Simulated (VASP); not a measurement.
Crystal: BP.

```
CELL_PARAMETERS angstrom
3.20885 0.00000 0.00000
1.60443 2.77895 0.00000
1.60443 0.92632 2.62002
ATOMIC_POSITIONS crystal
B 0.00000 0.00000 0.00000
P 0.25000 0.25000 0.25000
```

- Program: VASP 6.6.1
- Task: relaxation of cell and atoms
- Functional: PBE
- Dispersion: D4
- Potentials or basis: VASP PAW PBE potentials, release 64 (B, P)
- Cutoff: 600 eV
- k mesh: 8 × 8 × 8
- Occupations: gaussian, width 0.01 eV
- Spin: no spin polarisation

At the start: pressure -3.9 GPa; volume 11.68 Å³/atom.

Where does the relaxation end?

Over 3 steps the energy falls by 3.4 meV/atom and the volume is 11.41 Å³/atom (-2.4 %); space group F-43m (No. 216, to 0.05 Å).

Step by step:
```
step  energy change (eV)  largest force (eV/Å)  pressure (GPa)  volume (Å³)
   1              0.0000                0.0000           -3.89        23.36
   2             -0.0031                0.0000            3.09        22.42
   3             -0.0069                0.0000            0.01        22.81
```

Final structure:
```
B P
1.0
     3.18337    0.00000    0.00000
     1.59169    2.75688    0.00000
     1.59169    0.91896    2.59921
B P
1 1
Direct
  0.00000 0.00000 0.00000
  0.25000 0.25000 0.25000
```
